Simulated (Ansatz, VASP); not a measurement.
**Two plane-wave programs on GeSb4Te4**

```
CELL_PARAMETERS angstrom
4.32998 0.00000 0.00000
-2.16499 3.74988 0.00000
0.00000 0.00000 17.64861
ATOMIC_POSITIONS crystal
Ge 0.00000 0.00000 0.00000
Sb 0.33333 0.66667 0.54410
Sb 0.66667 0.33333 0.45590
Sb 0.66667 0.33333 0.79077
Sb 0.33333 0.66667 0.20923
Te 0.33333 0.66667 0.90452
Te 0.66667 0.33333 0.09548
Te 0.00000 0.00000 0.69397
Te 0.00000 0.00000 0.30603
```

Alike in both runs: task single point; functional PBE; k mesh 12 × 12 × 2; occupations gaussian, width 0.03 eV; no spin polarisation.

|  | VASP | Ansatz |
| --- | --- | --- |
| version | VASP 6.6.1 | Ansatz 0.2.0 |
| potentials or method | VASP PAW PBE potentials, release 64 (Ge_d, Sb, Te), cutoff 520 eV | scalar-relativistic, plane waves, PAW |
| valence electrons in the cell | 58 | 138 |

VASP gave:

* gap on the k mesh at the Fermi level (eV): 0.07
* least direct gap on the mesh (eV): 0.08
* pressure (GPa): 0.0
* rms of the force components (eV/Å): 0.016

**Question.** What did Ansatz give for the same quantities?

**Answer.** gap on the k mesh at the Fermi level (eV): 0.08; least direct gap on the mesh (eV): 0.11; pressure (GPa): 0.0; rms of the force components (eV/Å): 0.000.

Atom by atom the forces differ by 0.016 eV/Å (rms over components). VASP's potentials hold 58 valence electrons a cell and Ansatz's 138, so a difference there can come from the potentials and not from the codes.

Neither program's run includes spin-orbit coupling.
